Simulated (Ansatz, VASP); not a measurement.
**Ca2CdN2: VASP beside Ansatz**

The input INCAR:

```
SYSTEM = Ca2CdN2
PREC = Accurate ; ENCUT = 600
EDIFF = 1E-7 ; ISMEAR = 0
SIGMA = 0.1 ; LREAL = .FALSE.
LASPH = .TRUE. ; NELM = 80
ALGO = Normal ; ISIF = 3
LWAVE = .FALSE. ; LCHARG = .FALSE.
GGA = PE ; IBRION = 2
NSW = 90 ; EDIFFG = -0.04
```

KPOINTS

```
regular mesh
0
G
  6 6 4
  0 0 0
```

POSCAR

```
Ca2CdN2
1.0
    3.9841526748      0.0000000000      0.0000000000
   -1.9920763374      3.4503774289      0.0000000000
    0.0000000000      0.0000000000      6.7643107477
Ca Cd N
2 1 2
Direct
    0.3333333333      0.6666666667      0.6200000000
    0.6666666667      0.3333333333      0.3800000000
    0.0000000000      0.0000000000      0.0000000000
    0.3333333333      0.6666666667      0.2600000000
    0.6666666667      0.3333333333      0.7400000000
```

Input for Ansatz:

```yaml
crystal:
  lattice:
    - [3.9841526748, 0.0, 0.0]
    - [-1.9920763374, 3.4503774289, 0.0]
    - [0.0, 0.0, 6.7643107477]
  atoms:
    - { symbol: Ca, position: [0.3333333333, 0.6666666667, 0.62] }
    - { symbol: Ca, position: [0.6666666667, 0.3333333333, 0.38] }
    - { symbol: Cd, position: [0.0, 0.0, 0.0] }
    - { symbol: "N", position: [0.3333333333, 0.6666666667, 0.26] }
    - { symbol: "N", position: [0.6666666667, 0.3333333333, 0.74] }
basis:
  ecutwfc: 420
kpoints:
  mp_grid: { grid: [6, 6, 4] }
hamiltonian:
  xc: pbe
scf:
  occupations: { method: gaussian, width: 0.1 }
  lower_state_search: "off"
output:
  forces: true
  stress: true
  eigenvalues: true
relax:
  adjacent_minimum: "off"
  f_tol: 0.04
  max_steps: 70
  cell: { stress_tol: 0.4 }
```

Alike in both runs: task relaxation of cell and atoms; functional PBE; k mesh 6 × 6 × 4; occupations gaussian, width 0.1 eV; no spin polarisation.

|  | VASP | Ansatz |
| --- | --- | --- |
| version | VASP 6.6.1 | Ansatz 0.2.0 |
| potentials or method | VASP PAW PBE potentials, release 64 (Ca_sv, Cd, N), cutoff 600 eV | scalar-relativistic, plane waves, PAW |
| valence electrons in the cell | 42 | 50 |

|  | VASP | Ansatz | Ansatz less VASP |
| --- | --- | --- | --- |
| gap on the k mesh at the Fermi level, each at its own relaxed structure (eV) | 0.28 | 0.27 | -0.014 |
| relaxed volume (Å³/atom) | 16.78 | 16.79 | +0.006 |
| relaxed cell length with the largest relative difference (Å) | 6.001 | 6.140 | +0.1384 |

VASP's potentials hold 42 valence electrons a cell and Ansatz's 50, so a difference there can come from the potentials and not from the codes.
